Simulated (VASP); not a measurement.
TaHO2:

```
Ta H O
1.0
     3.00425    0.00000    0.00000
    -1.50212    2.60175    0.00000
     0.00000    0.00000    9.56517
Ta H O
2 2 4
Direct
  0.66667 0.33333 0.75000
  0.33333 0.66667 0.25000
  0.00000 0.00000 0.00000
  0.00000 0.00000 0.50000
  0.33333 0.66667 0.88500
  0.33333 0.66667 0.61500
  0.66667 0.33333 0.38500
  0.66667 0.33333 0.11500
```

```yaml
Program: VASP 6.6.1
Task: relaxation of cell and atoms
Functional: PBE
Potentials_or_basis: VASP PAW PBE potentials, release 64 (Ta_sv_GW, H, O)
Cutoff: 700 eV
k_mesh: 6 × 6 × 2
Occupations: gaussian, width 0.1 eV
Spin: no spin polarisation
```

At the start: pressure -11.3 GPa; volume 9.35 Å³/atom.

**Question.** How do energy, volume and symmetry change on relaxing?

**Answer.** Over 13 steps the energy falls by 53.4 meV/atom and the volume is 9.33 Å³/atom (-0.1 %); space group P6_3/mmc (No. 194, to 0.1 Å) before and after.

Step by step:
| step | energy change (eV) | largest force (eV/Å) | pressure (GPa) | volume (Å³) |
| --- | --- | --- | --- | --- |
| 1 | 0.0000 | 0.7247 | -11.33 | 74.76 |
| 2 | -0.0969 | 1.1817 | 19.11 | 67.78 |
| 3 | -0.2716 | 0.2631 | 3.93 | 70.73 |
| 4 | -0.3936 | 0.0806 | 2.12 | 71.25 |
| 5 | -0.3969 | 0.1606 | 1.83 | 71.35 |
| 6 | -0.4063 | 0.2480 | -0.72 | 72.36 |
| 7 | -0.4065 | 0.2653 | -1.20 | 72.56 |
| 8 | -0.4132 | 0.1773 | -0.74 | 72.77 |
| 9 | -0.4207 | 0.0024 | 0.42 | 73.25 |
| 10 | -0.4211 | 0.0358 | 0.74 | 73.38 |
| 11 | -0.4245 | 0.0041 | 0.14 | 73.84 |
| 12 | -0.4266 | 0.0696 | -0.73 | 74.57 |
| 13 | -0.4275 | 0.0036 | 0.34 | 74.67 |

Final structure:
```cif
data_structure
_symmetry_space_group_name_H-M 'P 1'
_symmetry_Int_Tables_number 1
_cell_length_a 2.9017
_cell_length_b 2.9017
_cell_length_c 10.2401
_cell_angle_alpha 90.000
_cell_angle_beta 90.000
_cell_angle_gamma 120.000
_cell_volume 74.67
loop_
_atom_site_label
_atom_site_type_symbol
_atom_site_fract_x
_atom_site_fract_y
_atom_site_fract_z
_atom_site_occupancy
Ta1 Ta 0.66667 0.33333 0.75000 1
Ta2 Ta 0.33333 0.66667 0.25000 1
H1 H 0.00000 0.00000 0.00000 1
H2 H 0.00000 0.00000 0.50000 1
O1 O 0.33333 0.66667 0.87665 1
O2 O 0.33333 0.66667 0.62335 1
O3 O 0.66667 0.33333 0.37665 1
O4 O 0.66667 0.33333 0.12335 1
```

Caveat: the k points lie up to 0.42 Å⁻¹ apart in the final cell, too coarse for converged energies and pressures of a metal.
